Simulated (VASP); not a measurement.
Here is a VASP 6.6.1 calculation.

File INCAR:

```
  PREC = Accurate
  ENCUT = 600
  EDIFF = 1E-6
  ISMEAR = -1
  SIGMA = 0.03
  LREAL = F
  LASPH = T
  NELM = 100
  ALGO = Normal
  ISIF = 3
  LWAVE = F
  LCHARG = F
  GGA = PS
  IBRION = 2
  NSW = 100
  EDIFFG = -0.01
```

KPOINTS

```
regular mesh
0
Gamma
  6 6 4
```

File POSCAR:

```
BiB
1.0
    4.0116264659      0.0000000000      0.0000000000
   -2.0058132330      3.4741704300      0.0000000000
    0.0000000000      0.0000000000      5.0142666000
B Bi
2 2
Direct
    0.3333333333      0.6666666667      0.2500000000
    0.6666666667      0.3333333333      0.7500000000
    0.6666666667      0.3333333333      0.2500000000
    0.3333333333      0.6666666667      0.7500000000
```

Potentials or basis: VASP PAW PBE potentials, release 64 (B, Bi_d).

The run is started by

```console
$ cat potpaw_PBE.64/B/POTCAR potpaw_PBE.64/Bi_d/POTCAR > POTCAR
$ mpirun -np 1 vasp_std > vasp.out
```

Q: What does it give for the space group after relaxing (to 0.05 Å)?

A: P6_3/mmc (No. 194).

Q: Predict the band gap on the k mesh.

A: Zero (band 18 reaches 7.96 eV, above the bottom of band 19 at 5.52 eV).

Step by step:
```
step  energy change (eV)  largest force (eV/Å)  pressure (GPa)  volume (Å³)
   1              0.0000                0.0000           17.02        69.88
   2             -0.3610                0.0000           -5.94        90.38
   3             -0.5459                0.0000           -0.02        81.61
   4             -0.5459                0.0000            0.21        81.36
   5             -0.5464                0.0000            0.16        81.45
   6             -0.5465                0.0000            0.15        81.44
   7             -0.5465                0.0000           -0.02        81.64
```

Caveat: the volume moved by over 15 % at a fixed basis, so the end points are rough; the PAW data sets were made with another functional, which shifts forces and pressure a little; spin-orbit coupling is left out, which moves the levels of the heavy elements.
